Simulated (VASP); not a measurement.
# Si8O16F (a cell with a defect) in VASP: further runs

Runs on Si8O16F (a cell with a defect). Level: PBE+D3(BJ). Tasks: single point.

Everything below comes from runs of VASP 6.6.1. Logs are shortened: lines on timing, memory, paths and dates and some standing lists are left out, and cuts for length are marked.

**1. The cell of the first run**

The cell holds a defect, 25 atoms: a = 5.869 Å, b = 5.869 Å, c = 5.315 Å, α = 90.00°, β = 90.00°, γ = 90.00°.

**2. Single point, PBE+D3(BJ)**

Input file INCAR:

```
PREC     = Accurate       # precision mode
ENCUT    = 520            # plane-wave cutoff, eV
EDIFF    = 1E-6           # SCF threshold, eV
ISMEAR   = 0              # smearing method
SIGMA    = 0.02           # smearing width, eV
LREAL    = Auto         
LASPH    = True           # aspherical terms in the spheres
NELM     = 60             # most SCF steps
ALGO     = Normal         # electronic algorithm
ISIF     = 2              # what is computed and relaxed
LWAVE    = False          # write WAVECAR
LCHARG   = True           # write CHGCAR
GGA      = PE             # functional
IVDW     = 12             # dispersion correction
LELF     = True           # ELF
LVHAR    = True         
NBANDS   = 86             # bands
NELECT   = 136.0
```

Input file KPOINTS:

```
regular mesh
0
Gamma
  2 2 3
```

Input file POSCAR:

```
Si8O16F
1.0
   -4.1501000000     -4.1501000000      0.0000000000
    4.1501000000     -4.1501000000      0.0000000000
    0.0000000000      0.0000000000      5.3150000000
Si O F
8 16 1
Direct
    0.4974212670      0.4989217127      0.0016310442
   -0.0177596925      0.4856927544      0.2418756350
    0.4817620057      0.4933684730      0.5026639699
   -0.0096420568      0.5131145033      0.7472244591
    0.0026266837      0.0054316763      0.0127023518
    0.4994408568     -0.0053708344      0.2515128881
    0.0141159249     -0.0007839570      0.5075172154
    0.5050987928     -0.0119362184      0.7521435560
    0.1829998072      0.4992680899     -0.0012442145
    0.0749033758      0.1830771548      0.2794378175
    0.7930949857      0.5750253006     -0.0279603010
    0.0031499241      0.8040231561      0.2572001881
    0.1820073010      0.5069298330      0.5045185325
   -0.0011427435      0.1991408641      0.7569478833
    0.7938167755      0.4980728175      0.4974466604
    0.0128833040      0.8148577143      0.7493693321
    0.6894213392     -0.0385960579     -0.0047091251
    0.4889541216      0.6892018265      0.2551111947
    0.3084177490     -0.0090791788     -0.0014688617
    0.4611127443      0.3031042625      0.2590139229
    0.7023457266      0.0008722681      0.4977821261
    0.4801792728      0.6862906918      0.7447584196
    0.3187960531     -0.0140966483      0.5113243650
    0.4992995350      0.2984282306      0.7569138288
    0.7887883424      0.2709410617      0.1248594544
```

Potentials or basis: VASP PAW PBE potentials, release 64 (Si, O, F).

Started as:

```console
$ cat potpaw_PBE.64/Si/POTCAR potpaw_PBE.64/O/POTCAR potpaw_PBE.64/F/POTCAR > POTCAR
$ mpirun -np 1 vasp_std > vasp.out
```

OUTCAR:

```text
PREC = Accurate
   ENCUT = 520
   EDIFF = 1E-6
   ISMEAR = 0
   LREAL = Auto
   LASPH = True
   NELM = 60
   ISIF = 2
   GGA = PE
   IVDW = 12
   NELECT = 136.0
 IVDW          = 12

 ion  position               nearest neighbor table
   1  0.497  0.499  0.002-  18 1.75  24 1.75  22 1.76  11 1.80  20 1.80   9 1.85  25 2.27   3 2.65
                             3 2.66   2 3.12
   2  0.982  0.486  0.242-   9 1.75  15 1.75  25 1.81  13 1.83  10 1.87  12 1.87  11 1.89   4 2.63
                             4 2.69   5 3.07   1 3.12
   3  0.482  0.493  0.503-  22 1.71  20 1.71  18 1.75  13 1.76  24 1.77  15 1.83   1 2.65   1 2.66
[... 12 lines left out ...]
  10  0.075  0.183  0.279-   7 1.66   5 1.81   2 1.87
  11  0.793  0.575  0.972-   4 1.70   1 1.80   2 1.89
  12  0.003  0.804  0.257-   5 1.76   7 1.76   2 1.87
  13  0.182  0.507  0.505-   4 1.71   3 1.76   2 1.83
  14  0.999  0.199  0.757-   5 1.77   7 1.77   4 1.84
[... 8 lines left out ...]
  23  0.319  0.986  0.511-   8 1.68   6 1.74   7 1.79
  24  0.499  0.298  0.757-   1 1.75   3 1.77   8 1.82
  25  0.789  0.271  0.125-   2 1.81   5 2.09   1 2.27   6 2.44

  LATTYP: Found a simple tetragonal cell.
 ALAT       =     5.8691277052
 C/A-ratio  =     0.9055860201

  Lattice vectors:

 A1 = (  -4.1501000000,  -4.1501000000,   0.0000000000)
 A2 = (   4.1501000000,  -4.1501000000,   0.0000000000)
 A3 = (   0.0000000000,   0.0000000000,   5.3150000000)

Analysis of symmetry for initial positions (statically):
=====================================================================
 Subroutine PRICEL returns:
 Original cell was already a primitive cell.

 Routine SETGRP: Setting up the symmetry group for a
 simple tetragonal supercell.

 Subroutine GETGRP returns: Found  1 space group operations
 (whereof  1 operations were pure point group operations)
 out of a pool of 16 trial point group operations.

The static configuration has the point symmetry C_1 .

Analysis of symmetry for dynamics (positions and initial velocities):
=====================================================================
 Subroutine PRICEL returns:
 Original cell was already a primitive cell.

 Routine SETGRP: Setting up the symmetry group for a
 simple tetragonal supercell.

 Subroutine GETGRP returns: Found  1 space group operations
 (whereof  1 operations were pure point group operations)
 out of a pool of 16 trial point group operations.

The dynamic configuration has the point symmetry C_1 .

[... 132 lines left out ...]
   NFREE  =      0    steps in history (QN), initial steepest desc. (CG)
   ISIF   =      2    stress and relaxation
   ISYM   =      2    0-nonsym 1-usesym 2-fastsym
   POTIM  = 0.5000    time-step for ionic-motion
   TEBEG  =    0.0;   TEEND  =   0.0 temperature during run
   PSTRESS=    0.0 pullay stress
   NELECT =     136.0000    total number of electrons
   NUPDOWN=      -1.0000    fix difference up-down
   EMIN   =  10.00;   EMAX   =-10.00  energy-range for DOS
   EFERMI =   0.00;   METHOD = LEGACY
   ISMEAR =     0;   SIGMA  =   0.02  broadening in eV -4-tet -1-fermi 0-gaus
   EFERMI_NEDOS =   21; number of points for ismear=-14 and -15
   IALGO  =     38    algorithm
   IMIX   =      4    mixing-type and parameters
     AMIX     =   0.40;   BMIX     =  1.00
     AMIX_MAG =   1.60;   BMIX_MAG =  1.00
  volume/ion in A,a.u.               =       7.32        49.42
  Fermi-wavevector in a.u.,A,eV,Ry     =   1.482647  2.801796 29.908887  2.198241
  Thomas-Fermi vector in A             =   2.596407
   LORBIT       =      0    0 simple, 1 ext, 2 COOP (PROOUT), +10 PAW based schemes
   GGA     = PE    functional components
   LHFCALC =     F    Hartree Fock is set to
   AEXX    =    0.0000 exact exchange contribution
   IVDW    =    12    specifies the selected vdW correction
   LEPSILON=     F    determine dielectric tensor
   LRPA    =     F    only Hartree local field effects (RPA)
 non-spin polarized calculation
 Gauss-broadening in eV      SIGMA  =   0.02
  energy-cutoff  :      520.00
  volume of cell :      183.08
 maximum number of plane-waves:      4948
 NGX is ok and might be reduce to    48
   NGX = 21   NGY = 21   NGZ = 19

 number of electron     135.9999984 magnetization

 Free energy of the ion-electron system (eV)
  ---------------------------------------------------
  ext. energy  EPLUGINS =         0.00000000
  ---------------------------------------------------
  free energy    TOTEN  =      -170.33985816 eV

  energy without entropy =     -170.33985816  energy(sigma->0) =     -170.33985816

 E-fermi :   9.6292     XC(G=0): -12.6533

 val. band max:        9.4427311120   @ k =   0.0000   0.0000   0.3333
 cond. band min:      14.5912251002   @ k =   0.0000   0.0000   0.0000
 fundamental gap:      5.1484939882
 Fermi energy:         9.6292035107

 k-point     1 :       0.0000    0.0000    0.0000
  band No.  band energies     occupation
      1     -15.2517      2.00000
      2     -13.4832      2.00000
      3     -12.1461      2.00000
      4     -12.0753      2.00000
      5     -11.3831      2.00000
      6     -11.1353      2.00000
[... 653 lines left out ...]
     79      18.9611      0.00000
     80      19.0857      0.00000
 [bands above 80 left out]

------------------------ aborting loop because EDIFF is reached ----------------------------------------

 Edisp (eV)   -6.11211

 E8    (eV) :    -2.0853

  FORCE on cell =-STRESS in cart. coord.  units (eV):
  Direction    XX          YY          ZZ          XY          YZ          ZX
  --------------------------------------------------------------------------------------
  -------------------------------------------------------------------------------------
  Total      48.16036    43.54942    39.71256    -0.57467     1.19674    -5.84716
  in kB     421.45372   381.10317   347.52663    -5.02896    10.47274   -51.16879
  external pressure =      383.36 kB  Pullay stress =        0.00 kB

 VOLUME and BASIS-vectors are now :
 -----------------------------------------------------------------------------
  energy-cutoff  :      520.00
  volume of cell :      183.08
      direct lattice vectors                 reciprocal lattice vectors
    -4.150100000 -4.150100000  0.000000000    -0.120479025 -0.120479025  0.000000000
     4.150100000 -4.150100000  0.000000000     0.120479025 -0.120479025  0.000000000
     0.000000000  0.000000000  5.315000000     0.000000000  0.000000000  0.188146754

 POSITION                                       TOTAL-FORCE (eV/Angst)
 -----------------------------------------------------------------------------------
      0.00623     -4.13492      0.00867         0.019805      0.030687      0.007466
     -2.06072     -6.09207      1.28557         0.034343     -0.111494      0.019234
      0.04817     -4.04689      2.67166        -0.008590     -0.018317     -0.003183
     -1.98061     -6.23956      3.97150         0.008324     -0.007975     -0.018760
      0.01164     -0.03344      0.06751        -0.026304     -0.001175     -0.025759
      2.05508     -6.20054      1.33679         0.016276      0.006335     -0.004911
[... 17 lines left out ...]
     -0.83364     -3.31065      4.02300        -0.015793      0.007224     -0.014528
     -2.14912     -4.39798      0.66363         0.027168      0.082133      0.106353
 -----------------------------------------------------------------------------------
    total drift:                               -0.007192     -0.002128     -0.002440

  FREE ENERGIE OF THE ION-ELECTRON SYSTEM (eV)
  ---------------------------------------------------
  free  energy   TOTEN  =      -176.4519718637 eV

  energy  without entropy=     -176.4519718637  energy(sigma->0) =     -176.45197186
```

Wall time 5.4 min (1 thread of Oxide Virtual Turin-like, shared host); peak memory 0.29 GiB.

Results:

```
Free energy                : -176.4520 eV
Largest force              : 0.137 eV/Å
Dispersion energy per atom : -0.244 eV
```

Forces in eV/Å, atoms in the order of the input:
```
Si   0.020  0.031  0.007
Si   0.034 -0.111  0.019
Si  -0.009 -0.018 -0.003
Si   0.008 -0.008 -0.019
Si  -0.026 -0.001 -0.026
Si   0.016  0.006 -0.005
Si  -0.020  0.005  0.002
Si  -0.032 -0.018 -0.010
O   -0.011 -0.012 -0.019
O   -0.013 -0.019 -0.063
O   -0.024  0.028  0.009
O   -0.029  0.028 -0.006
O   -0.014  0.021 -0.007
O    0.031  0.003  0.002
O    0.045 -0.007  0.019
O    0.000  0.038  0.016
O   -0.001 -0.058  0.016
O    0.018 -0.014 -0.007
O    0.011  0.010 -0.016
O   -0.020  0.021 -0.017
O   -0.011 -0.005  0.000
O   -0.001 -0.027  0.012
O    0.016  0.018  0.002
O   -0.016  0.007 -0.015
F    0.027  0.082  0.106
```

Caveat: the k points lie up to 0.54 Å⁻¹ apart; the cell carries a net charge on a neutralising background, which shifts energy and pressure; the cell is charged against a uniform background, so pressure and absolute levels hang on convention.

**3. Single point, PBE+D3(BJ)**

Input file INCAR:

```
SYSTEM = Si8O16F
PREC = Accurate ; ENCUT = 520
EDIFF = 1E-7 ; ISMEAR = 0
SIGMA = 0.02 ; LREAL = Auto
LASPH = .True. ; NELM = 80
ALGO = Normal ; ISIF = 2
LWAVE = .False. ; LCHARG = .False.
GGA = PE ; IVDW = 12
NELECT = 136.0 ; NBANDS = 86
```

Input file KPOINTS:

```
Automatic mesh
0
Gamma
  2 2 3
  0 0 0
```

Input file POSCAR:

```
Si8O16F
1.0
   -4.1501000000     -4.1501000000      0.0000000000
    4.1501000000     -4.1501000000      0.0000000000
    0.0000000000      0.0000000000      5.3150000000
Si O F
8 16 1
Direct
    0.4958493771      0.4993880870     -0.0003132643
   -0.0056003470      0.4959314233      0.2480935089
    0.4864653864      0.4923245223      0.4999958608
   -0.0075198188      0.5178022216      0.7483294450
   -0.0094445917      0.0187397894      0.0124248354
    0.4974657237     -0.0086276234      0.2448539981
    0.0115964676      0.0074341582      0.5062329257
    0.4991678514     -0.0141559240      0.7477236124
    0.1874413870      0.5074339173     -0.0021920978
    0.0820032047      0.2031104070      0.2888442145
    0.7990470109      0.5527408978     -0.0119676388
   -0.0018771837      0.8158558830      0.2545510818
    0.1862332233      0.5204760126      0.5062720602
    0.0024060866      0.2053532445      0.7519753528
    0.7971827185      0.4983701598      0.4945162747
    0.0024029541      0.8182652225      0.7489793039
    0.6772813908     -0.0622022361     -0.0151450611
    0.4888114744      0.6880329390      0.2541772342
    0.3001604781     -0.0064383991     -0.0038419567
    0.4708875690      0.3047708489      0.2538445908
    0.6984540132      0.0032579938      0.4944839135
    0.4871099492      0.6819201947      0.7416741298
    0.3151192742     -0.0180825763      0.5066372531
    0.4985107588      0.2970001928      0.7541571025
    0.7928084865      0.2286208766      0.1112822201
```

Potentials or basis: VASP PAW PBE potentials, release 64 (Si, O, F).

Started as:

```console
$ cat potpaw_PBE.64/Si/POTCAR potpaw_PBE.64/O/POTCAR potpaw_PBE.64/F/POTCAR > POTCAR
$ mpirun -np 1 vasp_std > vasp.out
```

It took 6.3 min on 1 thread of Oxide Virtual Turin-like, shared host; peak memory 0.29 GiB.

It converged, with:

* Free energy: -176.4754 eV
* Largest force: 0.103 eV/Å
* Dispersion energy per atom: -0.244 eV

Forces on the atoms (eV/Å):
```
Si   0.001 -0.003  0.007
Si   0.016 -0.033 -0.001
Si   0.002  0.002 -0.002
Si   0.000 -0.002 -0.003
Si  -0.096  0.007 -0.036
Si   0.024  0.011  0.008
Si  -0.021  0.010  0.009
Si   0.017  0.021 -0.013
O   -0.012 -0.013 -0.007
O    0.017 -0.015 -0.017
O   -0.002  0.023  0.013
O   -0.014  0.023  0.005
O   -0.017 -0.003 -0.001
O    0.016 -0.006  0.001
O    0.011  0.012  0.010
O    0.005 -0.002  0.011
O   -0.021 -0.037  0.031
O    0.006 -0.013 -0.001
O    0.011  0.008 -0.006
O   -0.026  0.010 -0.006
O   -0.010 -0.016 -0.002
O    0.007 -0.020  0.008
O    0.023  0.011 -0.022
O   -0.022  0.015 -0.007
F    0.085  0.009  0.019
```

Levels at points of the mesh, in eV from the Fermi level:
```tsv
k point	band 64	band 65	band 66	band 67	band 68	band 69	band 70	band 71	band 72	band 73
(0.00, 0.00, 0.00)	-1.52	-1.44	-0.85	-0.54	-0.19	5.08	5.94	6.33	6.43	7.00
(0.50, 0.00, 0.00)	-1.86	-1.62	-1.21	-0.67	-0.26	5.95	6.13	6.72	6.94	7.37
(0.00, 0.50, 0.00)	-1.90	-1.61	-1.35	-0.80	-0.20	6.00	6.30	6.58	6.80	7.35
(0.50, 0.50, 0.00)	-1.86	-1.55	-1.28	-1.05	-0.42	6.56	6.83	6.95	7.09	7.84
```

Caveat: the k points lie up to 0.54 Å⁻¹ apart; the cell carries a net charge on a neutralising background, which shifts energy and pressure; the cell is charged against a uniform background, so pressure and absolute levels hang on convention.
